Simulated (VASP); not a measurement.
# RbDyH4 (Cmmm) in VASP: relaxation of cell and atoms with PBE

Aim: the relaxation of cell and atoms of RbDyH4 with PBE.

Everything below comes from runs of VASP 6.6.1. Logs are shortened: lines on timing, memory, paths and dates and some standing lists are left out, and cuts for length are marked.

## 1. The cell of the first run

It takes space group Cmmm (No. 65, orthorhombic). Conventional cell: a = 4.903 Å, b = 7.097 Å, c = 4.462 Å, α = 90.00°, β = 90.00°, γ = 90.00°. Rb (site symmetry mmm) has 10 H at 2.56 to 2.64 Å and 4 Dy at 3.31 Å within 3.4 Å. Dy (site symmetry mmm) has 10 H at 2.29 to 2.76 Å within 3.0 Å. Within 2.7 Å of H (site symmetry m2m) lie 3 H at 1.96 to 2.59 Å and 2 Dy at 2.44 Å and 3 Rb at 2.57 to 2.64 Å. Within 3.0 Å of H (site symmetry m2m) lie 3 Dy at 2.29 to 2.76 Å and 5 H at 2.52 to 2.66 Å and 2 Rb at 2.56 Å.

The cell was generated, and may not be a known phase.

## 2. Relaxation of cell and atoms, PBE

Contents of INCAR:

```
SYSTEM = RbDyH4
PREC = Accurate
ENCUT = 500
EDIFF = 1E-7
ISMEAR = 0
SIGMA = 0.1
LREAL = .False.
LASPH = .True.
NELM = 200
ALGO = Normal
ISIF = 3
LWAVE = .False.
LCHARG = .False.
GGA = PE
IBRION = 2
NSW = 100
EDIFFG = -0.01
GGA_COMPAT = .False.
NELMIN = 4
LMAXMIX = 6
```

Contents of KPOINTS:

```
Automatic mesh
0
Gamma
  10 10 8
  0 0 0
```

Contents of POSCAR:

```
RbDyH4
1.0
    2.4517121237     -3.5483525646      0.0000000000
    2.4517121237      3.5483525646      0.0000000000
    0.0000000000      0.0000000000      4.4619211191
Rb Dy H
1 1 4
Direct
    0.0000000000      0.0000000000      0.0000000000
    0.5000000000      0.5000000000      0.5000000000
    0.6381400748      0.3618599252      0.0000000000
    0.1773013226      0.8226986774      0.5000000000
    0.8226986774      0.1773013226      0.5000000000
    0.3618599252      0.6381400748      0.0000000000
```

Potentials or basis: VASP PAW PBE potentials, release 64 (Rb_sv, Dy_3, H), 4f in core.

The run is started by

```bash
cat potpaw_PBE.64/Rb_sv/POTCAR potpaw_PBE.64/Dy_3/POTCAR potpaw_PBE.64/H/POTCAR > POTCAR
mpirun -np 1 vasp_std > vasp.out
```

OUTCAR:

```text
SYSTEM = RbDyH4
   PREC = Accurate
   ENCUT = 500
   EDIFF = 1E-7
   ISMEAR = 0
   LREAL = .False.
   LASPH = .True.
   NELM = 200
   ISIF = 3
   GGA = PE
   IBRION = 2
   NSW = 100
   EDIFFG = -0.01
   NELMIN = 4

 ion  position               nearest neighbor table
   1  0.000  0.000  0.000-   4 2.56   5 2.56   4 2.56   5 2.56   3 2.57   6 2.57   3 2.64   6 2.64
                             3 2.64   6 2.64   2 3.31   2 3.31   2 3.31   2 3.31   2 4.19   2 4.19
   2  0.500  0.500  0.500-   4 2.29   5 2.29   1 3.31   1 3.31   1 3.31   1 3.31   1 4.19   1 4.19
                             1 4.19   1 4.19
   3  0.638  0.362  0.000-   1 2.57   1 2.64   1 2.64
   4  0.177  0.823  0.500-   2 2.29   1 2.56   1 2.56
   5  0.823  0.177  0.500-   2 2.29   1 2.56   1 2.56
   6  0.362  0.638  0.000-   1 2.57   1 2.64   1 2.64

  LATTYP: Found a base centered orthorhombic cell.
 ALAT       =     4.9034242474
 B/A-ratio  =     1.4472957613
 C/A-ratio  =     0.9099602429

  Lattice vectors:

 A1 = (   2.4517121237,  -3.5483525646,   0.0000000000)
 A2 = (   2.4517121237,   3.5483525646,   0.0000000000)
 A3 = (   0.0000000000,   0.0000000000,   4.4619211191)

Analysis of symmetry for initial positions (statically):
=====================================================================
 Subroutine PRICEL returns:
 Original cell was already a primitive cell.

 Routine SETGRP: Setting up the symmetry group for a
 base centered orthorhombic supercell.

 Subroutine GETGRP returns: Found  8 space group operations
 (whereof  8 operations were pure point group operations)
 out of a pool of  8 trial point group operations.

The static configuration has the point symmetry D_2h.

Analysis of symmetry for dynamics (positions and initial velocities):
=====================================================================
 Subroutine PRICEL returns:
 Original cell was already a primitive cell.

 Routine SETGRP: Setting up the symmetry group for a
 base centered orthorhombic supercell.

 Subroutine GETGRP returns: Found  8 space group operations
 (whereof  8 operations were pure point group operations)
 out of a pool of  8 trial point group operations.

The dynamic configuration has the point symmetry D_2h.

 Subroutine INISYM returns: Found  8 space group operations
 (whereof  8 operations are pure point group operations),
 and found     1 'primitive' translations

----------------------------------------------------------------------------------------

                                     Primitive cell

  volume of cell :      77.6333

  direct lattice vectors                    reciprocal lattice vectors
     2.451712124 -3.548352565  0.000000000     0.203939115 -0.140910462  0.000000000
     2.451712124  3.548352565  0.000000000     0.203939115  0.140910462  0.000000000
     0.000000000  0.000000000  4.461921119     0.000000000  0.000000000  0.224118709

  length of vectors
     4.312968613  4.312968613  4.461921119     0.247884894  0.247884894  0.224118709

  position of ions in fractional coordinates (direct lattice)
     0.000000000  0.000000000  0.000000000
     0.500000000  0.500000000  0.500000000
     0.638140075  0.361859925  0.000000000
     0.177301323  0.822698677  0.500000000
     0.822698677  0.177301323  0.500000000
     0.361859925  0.638140075  0.000000000

  ion indices of the primitive-cell ions
   primitive index   ion index
                 1           1
                 2           2
                 3           3
                 4           4
                 5           5
                 6           6

----------------------------------------------------------------------------------------

 KPOINTS: Automatic mesh

Automatic generation of k-mesh.
 Grid dimensions read from file:
 generate k-points for:   10   10    8

 Generating k-lattice:

  Cartesian coordinates                     Fractional coordinates (reciprocal lattice)
     0.020393911 -0.014091046  0.000000000     0.100000000  0.000000000  0.000000000
     0.020393911  0.014091046  0.000000000     0.000000000  0.100000000  0.000000000
     0.000000000  0.000000000  0.028014839     0.000000000  0.000000000  0.125000000

  Length of vectors
     0.024788489  0.024788489  0.028014839

  Shift w.r.t. Gamma in fractional coordinates (k-lattice)
     0.000000000  0.000000000  0.000000000

 Subroutine IBZKPT returns following result:
 ===========================================

 Found    155 irreducible k-points:

 Following reciprocal coordinates:
            Coordinates               Weight
  0.000000  0.000000  0.000000      1.000000
  0.100000  0.000000  0.000000      4.000000
  0.200000  0.000000  0.000000      4.000000
  0.300000  0.000000  0.000000      4.000000
  0.400000  0.000000  0.000000      4.000000
  0.500000  0.000000  0.000000      2.000000
[... 16 lines left out ...]
  0.300000  0.300000  0.000000      2.000000
  0.400000  0.300000  0.000000      4.000000
 [... further k-points ...]
   k-points           NKPTS =    155   k-points in BZ     NKDIM =    155   number of bands    NBANDS=     15
   number of dos      NEDOS =    301   number of ions     NIONS =      6
   total plane-waves  NPLWV =  36864
   dimension x,y,z NGX =    32 NGY =   32 NGZ =   36
   dimension x,y,z NGXF=    64 NGYF=   64 NGZF=   72
   ions per type =               1   1   4
   NGX,Y,Z   is equivalent  to a cutoff of  12.33, 12.33, 13.41 a.u.
   NGXF,Y,Z  is equivalent  to a cutoff of  24.67, 24.67, 26.83 a.u.
 SYSTEM =  RbDyH4
   PREC   = accura    normal or accurate (medium, high low for compatibility)
   ISTART =      0    job   : 0-new  1-cont  2-samecut
   ICHARG =      2    charge: 1-file 2-atom 10-const
   ISPIN  =      1    spin polarized calculation?
   LNONCOLLINEAR =      F non collinear calculations
   LSORBIT =      F    spin-orbit coupling
   LASPH  =      T    aspherical Exc in radial PAW
   ENCUT  =  500.0 eV  36.75 Ry    6.06 a.u.   7.86  7.86  8.14*2*pi/ulx,y,z
   NELM   =    200;   NELMIN=  4; NELMDL= -5     # of ELM steps
   EDIFF  = 0.1E-06   stopping-criterion for ELM
   LREAL  =      F    real-space projection
   EDIFFG = -.1E-01   stopping-criterion for IOM
   NSW    =    100    number of steps for IOM
   IBRION =      2    ionic relax: 0-MD 1-quasi-New 2-CG
   NFREE  =      1    steps in history (QN), initial steepest desc. (CG)
   ISIF   =      3    stress and relaxation
   ISYM   =      2    0-nonsym 1-usesym 2-fastsym
   POTIM  = 0.5000    time-step for ionic-motion
   TEBEG  =    0.0;   TEEND  =   0.0 temperature during run
   PSTRESS=    0.0 pullay stress
   NELECT =      22.0000    total number of electrons
   NUPDOWN=      -1.0000    fix difference up-down
   EMIN   =  10.00;   EMAX   =-10.00  energy-range for DOS
   EFERMI =   0.00;   METHOD = LEGACY
   ISMEAR =     0;   SIGMA  =   0.10  broadening in eV -4-tet -1-fermi 0-gaus
   EFERMI_NEDOS =   21; number of points for ismear=-14 and -15
   IALGO  =     38    algorithm
   IMIX   =      4    mixing-type and parameters
     AMIX     =   0.40;   BMIX     =  1.00
     AMIX_MAG =   1.60;   BMIX_MAG =  1.00
  volume/ion in A,a.u.               =      12.94        87.32
  Fermi-wavevector in a.u.,A,eV,Ry     =   1.075308  2.032038 15.732254  1.156288
  Thomas-Fermi vector in A             =   2.211161
   LORBIT       =      0    0 simple, 1 ext, 2 COOP (PROOUT), +10 PAW based schemes
   GGA     = PE    functional components
   LHFCALC =     F    Hartree Fock is set to
   AEXX    =    0.0000 exact exchange contribution
   IVDW    =     0    specifies the selected vdW correction
   LEPSILON=     F    determine dielectric tensor
   LRPA    =     F    only Hartree local field effects (RPA)
 conjugate gradient relaxation of ions
 non-spin polarized calculation
 Gauss-broadening in eV      SIGMA  =   0.10
  energy-cutoff  :      500.00
  volume of cell :       77.63
 maximum number of plane-waves:      1992
   NGX = 15   NGY = 15   NGZ = 17

--------------------------------------- Ionic step        1  -------------------------------------------

 number of electron      22.0000000 magnetization

 Free energy of the ion-electron system (eV)
  ---------------------------------------------------
  ext. energy  EPLUGINS =         0.00000000
  ---------------------------------------------------
  free energy    TOTEN  =       -18.73309963 eV

  energy without entropy =      -18.73211643  energy(sigma->0) =      -18.73260803

------------------------ aborting loop because EDIFF is reached ----------------------------------------

  FORCE on cell =-STRESS in cart. coord.  units (eV):
  Direction    XX          YY          ZZ          XY          YZ          ZX
  --------------------------------------------------------------------------------------
  -------------------------------------------------------------------------------------
  Total       -0.0932018      0.0097787      0.0013271      0.0000000      0.0000000      0.0000000
  in kB       -1.9234759      0.2018109      0.0273889      0.0000000      0.0000000      0.0000000
  external PRESSURE =      -0.5647587 kB  Pullay stress =       0.0000000 kB
[... 145 lines left out ...]
  energy  without entropy=      -18.7321982662  energy(sigma->0) =      -18.73268043

--------------------------------------- Ionic step        5  -------------------------------------------

 number of electron      22.0000001 magnetization

 Free energy of the ion-electron system (eV)
  ---------------------------------------------------
  ext. energy  EPLUGINS =         0.00000000
  ---------------------------------------------------
  free energy    TOTEN  =       -18.73328008 eV

  energy without entropy =      -18.73230647  energy(sigma->0) =      -18.73279327

 E-fermi :   2.2755     XC(G=0):  -9.3805

 val. band max:        2.2540906538   @ k =   0.1000   0.0000   0.0000
 cond. band min:       2.2832979886   @ k =  -0.1000   0.1000   0.0000
 fundamental gap:      0.0292073348
 Fermi energy:         2.2754535603

 k-point     1 :       0.0000    0.0000    0.0000
  band No.  band energies     occupation
      1     -24.5747      2.00000
      2     -22.6291      2.00000
      3     -22.3159      2.00000
      4     -22.0825      2.00000
      5      -8.9205      2.00000
      6      -8.8825      2.00000
      7      -8.4707      2.00000
      8      -4.3983      2.00000
      9      -2.3665      2.00000
     10       1.1732      2.00000
     11       2.1297      1.96068
     12       2.6154      0.00000
     13       3.1109      0.00000
     14       3.4292      0.00000
     15       4.7245      0.00000
[... 397 lines left out ...]
 k-point    24 :       0.4000    0.3000    0.0000
  band No.  band energies     occupation
      1     -24.5686      2.00000
      2     -22.6246      2.00000
      3     -22.3079      2.00000
      4     -22.1363      2.00000
      5      -9.2447      2.00000
      6      -8.9237      2.00000
      7      -8.8499      2.00000
      8      -2.4664      2.00000
      9      -1.5475      2.00000
     10      -0.9451      2.00000
     11       1.6650      2.00000
     12       3.2837      0.00000
     13       3.6608      0.00000
     14       3.6831      0.00000
     15       5.5020      0.00000

 [... further k-points ...]

------------------------ aborting loop because EDIFF is reached ----------------------------------------

  FORCE on cell =-STRESS in cart. coord.  units (eV):
  Direction    XX          YY          ZZ          XY          YZ          ZX
  --------------------------------------------------------------------------------------
  -------------------------------------------------------------------------------------
  Total        0.0123680     -0.0276470      0.0410169      0.0000000      0.0000000      0.0000000
  in kB        0.2559867     -0.5722269      0.8489507      0.0000000      0.0000000      0.0000000
  external PRESSURE =       0.1775702 kB  Pullay stress =       0.0000000 kB
[... 21 lines left out ...]
  FREE ENERGIE OF THE ION-ELECTRON SYSTEM (eV)
  ---------------------------------------------------
  free  energy   TOTEN  =       -18.7332800795 eV

  energy  without entropy=      -18.7323064693  energy(sigma->0) =      -18.73279327

 reached required accuracy - stopping structural energy minimisation
```

Run time: 6.3 min. Hardware: 1 thread of Intel Xeon Platinum 8259CL at 2.50GHz (Skylake/Cascade Lake), shared host; peak memory 0.35 GiB.

What came out:

| Item | Value |
| --- | --- |
| Free energy | -18.7333 eV |
| Relaxed volume | 12.90 Å³/atom |
| Relaxed cell | a = 4.309 Å, b = 4.309 Å, c = 4.462 Å, α = 90.00°, β = 90.00°, γ = 110.91° |
| Space group after relaxing (to 0.1 Å) | Cmmm (No. 65) |
| Energy gained by relaxing | 0.0 meV/atom |
| Ionic steps | 5 |
| Pressure after relaxing | 0.0 GPa |
| Largest force after relaxing | 0.010 eV/Å |
| Band gap on the k mesh | zero (bands 11 and 12 overlap by 0.08 eV) |

Forces on the atoms (eV/Å):
```
Rb   0.000  0.000  0.000
Dy   0.000  0.000  0.000
H    0.000 -0.003  0.000
H    0.000  0.010  0.000
H    0.000 -0.010  0.000
H    0.000  0.003  0.000
```

Stress tensor (GPa, compression positive):
```
 0.03  0.00  0.00
 0.00 -0.06  0.00
 0.00  0.00  0.08
```

Step by step:
```
step  energy change (eV)  largest force (eV/Å)  pressure (GPa)  volume (Å³)
   1              0.0000                0.0126           -0.06        77.63
   2             -0.0001                0.0119           -0.04        77.58
   3             -0.0002                0.0104            0.00        77.47
   4             -0.0001                0.0075            0.08        77.24
   5             -0.0002                0.0097            0.02        77.41
```

Final structure:
```
CELL_PARAMETERS angstrom
2.44367 -3.54957 0.00000
2.44367 3.54957 0.00000
0.00000 0.00000 4.46213
ATOMIC_POSITIONS crystal
Rb 0.00000 0.00000 0.00000
Dy 0.50000 0.50000 0.50000
H 0.63805 0.36195 0.00000
H 0.17693 0.82307 0.50000
H 0.82307 0.17693 0.50000
H 0.36195 0.63805 0.00000
```

Caveat: spin-orbit coupling is left out, which moves the levels of the heavy elements; the 4f electrons are frozen in the core, so they carry no moment and show no levels.

The gap in the log of VASP goes by the Fermi energy; the results here count the filled bands.